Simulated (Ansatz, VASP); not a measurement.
**AlGa3N4 in VASP and in Ansatz**

File INCAR:

```
SYSTEM = AlGa3N4
PREC = Accurate
ENCUT = 520
EDIFF = 1E-6
ISMEAR = 0
SIGMA = 0.05
LREAL = .FALSE.
LASPH = .TRUE.
NELM = 60
ALGO = Normal
ISIF = 2
LWAVE = .FALSE.
LCHARG = .TRUE.
GGA = PS
LELF = .TRUE.
LVHAR = .TRUE.
NBANDS = 41
```

The input KPOINTS:

```
regular mesh
0
G
  6 6 6
  0 0 0
```

The input POSCAR:

```
AlGa3N4
1.0
    4.6762132780      0.0000000000      0.0000000000
    0.0000000000      4.4675774128      0.0000000000
    0.0000000000      0.0000000000      4.4675774128
Al Ga N
1 3 4
Direct
    0.0000000000      0.0000000000      0.0000000000
    0.4447127655      0.5000001009      0.0000000000
    0.5552872345      0.0000000000      0.4999992340
    0.0000000000      0.4999998991      0.5000007660
    0.7550466747      0.7379830624      0.2278905155
    0.7550461397      0.2620164648      0.7721095468
    0.2449537981      0.7721097520      0.7379832676
    0.2449533875      0.2278907208      0.2620166701
```

Input for Ansatz:

```yaml
crystal:
  lattice:
    - [4.676213278, 0.0, 0.0]
    - [0.0, 4.4675774128, 0.0]
    - [0.0, 0.0, 4.4675774128]
  atoms:
    - { symbol: Al, position: [0.0, 0.0, 0.0] }
    - { symbol: Ga, position: [0.4447127655, 0.5000001009, 0.0] }
    - { symbol: Ga, position: [0.5552872345, 0.0, 0.499999234] }
    - { symbol: Ga, position: [0.0, 0.4999998991, 0.500000766] }
    - { symbol: "N", position: [0.7550466747, 0.7379830624, 0.2278905155] }
    - { symbol: "N", position: [0.7550461397, 0.2620164648, 0.7721095468] }
    - { symbol: "N", position: [0.2449537981, 0.772109752, 0.7379832676] }
    - { symbol: "N", position: [0.2449533875, 0.2278907208, 0.2620166701] }
basis:
  ecutwfc: 520.0
kpoints:
  mp_grid: { grid: [6, 6, 6] }
hamiltonian:
  xc: pbesol
  pseudopotentials: { kind: paw, azcp: { folder: soft_1 } }
scf:
  occupations: { method: gaussian, width: 0.05 }
output:
  forces: true
  stress: true
  eigenvalues: true
```

Change from the starting cell: mode 4 frozen in at -0.247 Å, normal strain along x +0.0467.

Alike in both runs: task single point; functional PBEsol; k mesh 6 × 6 × 6; occupations gaussian, width 0.05 eV; no spin polarisation.

|  | VASP | Ansatz |
| --- | --- | --- |
| version | VASP 6.6.1 | Ansatz 0.2.0 |
| potentials or method | VASP PAW PBE potentials, release 64 (Al, Ga_d, N), cutoff 520 eV | scalar-relativistic, plane waves, PAW |
| valence electrons in the cell | 62 | 62 |

Ansatz gave:

- gap on the k mesh at the Fermi level (eV): 1.79
- least direct gap on the mesh (eV): 1.79
- pressure (GPa): -8.1
- traceless stress, the component that is largest in VASP (GPa): -5.51
- rms of the force components (eV/Å): 0.623

Question: Estimate VASP's values.

Answer: gap on the k mesh at the Fermi level (eV): 1.80; least direct gap on the mesh (eV): 1.80; pressure (GPa): -8.2; traceless stress, the component that is largest in VASP (GPa): -5.51; rms of the force components (eV/Å): 0.624.

VASP's potentials were made for PBE, not for PBEsol, and Ansatz warns of the same on its side. Atom by atom the forces differ by 0.006 eV/Å (rms over components). Ansatz's warnings: structure snapped to symmetry.
